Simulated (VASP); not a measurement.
# WC (Fm-3m) in VASP: a series of runs, part 2 of 2

VASP 6.6.1. The steps go on from the part before.

### Step 4. Single point, LDA

File INCAR:

```
SYSTEM = WC
PREC = Accurate ; ENCUT = 520
EDIFF = 1E-6 ; ISMEAR = 1
SIGMA = 0.1 ; LREAL = .FALSE.
LASPH = .TRUE. ; NELM = 100
ALGO = Normal ; ISIF = 2
LWAVE = .FALSE. ; LCHARG = .FALSE.
GGA = CA ; NBANDS = 16
```

File KPOINTS:

```
Automatic mesh
0
G
  9 9 9
  0 0 0
```

File POSCAR:

```
WC
1.0
    0.0000000000      2.1926840000      2.1926840000
    2.1926840000      0.0000000000      2.1926840000
    2.1926840000      2.1926840000      0.0000000000
W C
1 1
Direct
    0.0000000000      0.0000000000      0.0000000000
    0.5000000000      0.5000000000      0.5000000000
```

Potentials or basis: VASP PAW LDA potentials, release 64 (W_sv, C).

Launch:

```
$ cat potpaw_LDA.64/W_sv/POTCAR potpaw_LDA.64/C/POTCAR > POTCAR
$ mpirun -np 1 vasp_std > vasp.out
```

OUTCAR:

```text
SYSTEM = WC
   PREC = Accurate
   ENCUT = 520
   EDIFF = 1E-6
   ISMEAR = 1
   LREAL = .FALSE.
   LASPH = .TRUE.
   NELM = 100
   ISIF = 2
   GGA = CA

 ion  position               nearest neighbor table
   1  0.000  0.000  0.000-   2 2.19   2 2.19   2 2.19   2 2.19   2 2.19   2 2.19
   2  0.500  0.500  0.500-   1 2.19   1 2.19   1 2.19   1 2.19   1 2.19   1 2.19

  LATTYP: Found a face centered cubic cell.
 ALAT       =     4.3853680000

  Lattice vectors:

 A1 = (   0.0000000000,   2.1926840000,   2.1926840000)
 A2 = (   2.1926840000,   0.0000000000,   2.1926840000)
 A3 = (   2.1926840000,   2.1926840000,   0.0000000000)

Analysis of symmetry for initial positions (statically):
=====================================================================
 Subroutine PRICEL returns:
 Original cell was already a primitive cell.

 Routine SETGRP: Setting up the symmetry group for a
 face centered cubic supercell.

 Subroutine GETGRP returns: Found 48 space group operations
 (whereof 48 operations were pure point group operations)
 out of a pool of 48 trial point group operations.

The static configuration has the point symmetry O_h .

Analysis of symmetry for dynamics (positions and initial velocities):
=====================================================================
[... 163 lines left out ...]
 Fermi energy:        12.1656437441

 k-point     1 :       0.0000    0.0000    0.0000
  band No.  band energies     occupation
      1     -62.6599      2.00000
      2     -26.9133      2.00000
      3     -26.9133      2.00000
      4     -26.9133      2.00000
      5      -3.3418      2.00000
      6       9.5332      2.00000
[... 433 lines left out ...]
      3     -27.1198      2.00000
      4     -27.1198      2.00000
      5      -1.0962      2.00000
      6       6.4924      2.00000
[... 8 lines left out ...]
     15      24.1820      0.00000
     16      29.6871      0.00000

 [... further k-points ...]

------------------------ aborting loop because EDIFF is reached ----------------------------------------

  FORCE on cell =-STRESS in cart. coord.  units (eV):
  Direction    XX          YY          ZZ          XY          YZ          ZX
  --------------------------------------------------------------------------------------
  -------------------------------------------------------------------------------------
  Total       -1.7752591     -1.7752591     -1.7752591     -0.0000000      0.0000000     -0.0000000
  in kB     -134.9006982   -134.9006982   -134.9006982     -0.0000000      0.0000000     -0.0000000
  external PRESSURE =    -134.9006982 kB  Pullay stress =       0.0000000 kB

 VOLUME and BASIS-vectors are now :
 -----------------------------------------------------------------------------
  energy-cutoff  :      520.00
  volume of cell :       21.08
      direct lattice vectors                 reciprocal lattice vectors
     0.000000000  2.192684000  2.192684000    -0.228031034  0.228031034  0.228031034
     2.192684000  0.000000000  2.192684000     0.228031034 -0.228031034  0.228031034
     2.192684000  2.192684000  0.000000000     0.228031034  0.228031034 -0.228031034

 POSITION                                       TOTAL-FORCE (eV/Angst)
 -----------------------------------------------------------------------------------
      0.00000      0.00000      0.00000         0.000000     -0.000000      0.000000
      2.19268      2.19268      2.19268        -0.000000      0.000000     -0.000000
 -----------------------------------------------------------------------------------
    total drift:                                0.000000     -0.000000     -0.000000

  FREE ENERGIE OF THE ION-ELECTRON SYSTEM (eV)
  ---------------------------------------------------
  free  energy   TOTEN  =       -23.7519253727 eV

  energy  without entropy=      -23.7494937200  energy(sigma->0) =      -23.75111482
```

OSZICAR:

```text
N       E                     dE             d eps       ncg     rms          rms(c)
DAV:   1     0.108740182989E+03    0.10874E+03   -0.93759E+03  1128   0.126E+03
DAV:   2    -0.239754317657E+02   -0.13272E+03   -0.12790E+03  1400   0.333E+02
DAV:   3    -0.272679089988E+02   -0.32925E+01   -0.32805E+01  1208   0.496E+01
DAV:   4    -0.272855791541E+02   -0.17670E-01   -0.17670E-01  1472   0.416E+00
DAV:   5    -0.272857121447E+02   -0.13299E-03   -0.13299E-03  1216   0.341E-01    0.308E+01
DAV:   6    -0.239037204616E+02    0.33820E+01   -0.84772E+00  1368   0.275E+01    0.769E+00
DAV:   7    -0.237880123928E+02    0.11571E+00   -0.55917E-01  1144   0.602E+00    0.645E+00
DAV:   8    -0.237549008262E+02    0.33112E-01   -0.10086E-01  1232   0.237E+00    0.147E+00
DAV:   9    -0.237520813068E+02    0.28195E-02   -0.48608E-03  1240   0.531E-01    0.139E-01
DAV:  10    -0.237519394624E+02    0.14184E-03   -0.46722E-04  1344   0.243E-01    0.925E-02
DAV:  11    -0.237519275126E+02    0.11950E-04   -0.72892E-05  1232   0.624E-02    0.247E-02
DAV:  12    -0.237519254277E+02    0.20849E-05   -0.85395E-06  1304   0.207E-02    0.396E-03
DAV:  13    -0.237519253727E+02    0.54969E-07   -0.31071E-07   624   0.401E-03
   1 F= -.23751925E+02 E0= -.23751115E+02  d E =-.243165E-02
```

Run time: 7 s. Hardware: 1 thread of Intel Xeon Platinum 8259CL at 2.50GHz (Skylake/Cascade Lake), shared host; peak memory 0.13 GiB.

What came out:

- Free energy: -23.7519 eV
- Pressure: -13.5 GPa
- Band gap on the k mesh: zero (band 9 reaches 13.15 eV, above the bottom of band 10 at 10.17 eV)

Levels at points of the mesh, in eV from the Fermi level:
```csv
k point,band 5,band 6,band 7,band 8,band 9,band 10,band 11,band 12,band 13,band 14
"(0.00, 0.00, 0.00)",-15.51,-2.63,-2.63,-2.63,-0.93,-0.93,-0.93,-0.86,-0.86,6.77
```

Caveat: spin-orbit coupling is left out, which moves the levels of the heavy elements.

### Step 5. The runs side by side

| k mesh | gap on the mesh (eV) | pressure (GPa) |
| --- | --- | --- |
| 5 × 5 × 5 | none | -14.5 |
| 7 × 7 × 7 | none | -14.2 |
| 9 × 9 × 9 | none | -13.5 |

Alike in all rows: task single point; level LDA; potentials or basis VASP PAW LDA potentials, release 64 (W_sv, C); no spin polarisation; cell as given; cutoff (eV) 520; smearing methfessel-paxton 0.1 eV.

Caveats: some runs use coarse meshes; spin-orbit coupling is left out, which moves the levels of the heavy elements.

Absolute energies hang on the potentials; compare differences alone.
